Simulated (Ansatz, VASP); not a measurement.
# Two plane-wave programs on Y2Os

```xyz
3
Lattice="0.0000 3.3897 3.3897 3.3897 0.0000 3.3897 3.3897 3.3897 0.0000" Properties=species:S:1:pos:R:3 pbc="T T T"
Y     1.6948    1.6948    1.6948
Y     5.0845    5.0845    5.0845
Os    0.0000    0.0000    0.0000
```

Change from the starting cell: species swapped into the Si2Ni type (Fm-3m, No. 225).

Alike in both runs: functional PBE; k mesh 12 × 12 × 12; occupations gaussian, width 0.1 eV; no spin polarisation.

Ansatz relaxed the structure, and its values are those at the end. VASP's run is a single point on that final structure, the one shown.

```csv
,VASP,Ansatz
version,VASP 6.6.1,Ansatz 0.2.0
potentials or method,"VASP PAW PBE potentials, release 64 (Y_sv, Os), cutoff 520 eV","scalar-relativistic, plane waves, PAW"
valence electrons in the cell,30,38
```

```csv
,VASP,Ansatz,Ansatz less VASP
gap on the k mesh at the Fermi level (eV),none,none,-
pressure (GPa),-0.1,0.0,+0.12
```

A gap of «none» marks a metal or a gap that the smearing closes. VASP's potentials hold 30 valence electrons a cell and Ansatz's 38, so a difference there can come from the potentials and not from the codes.

Neither program's run includes spin-orbit coupling.
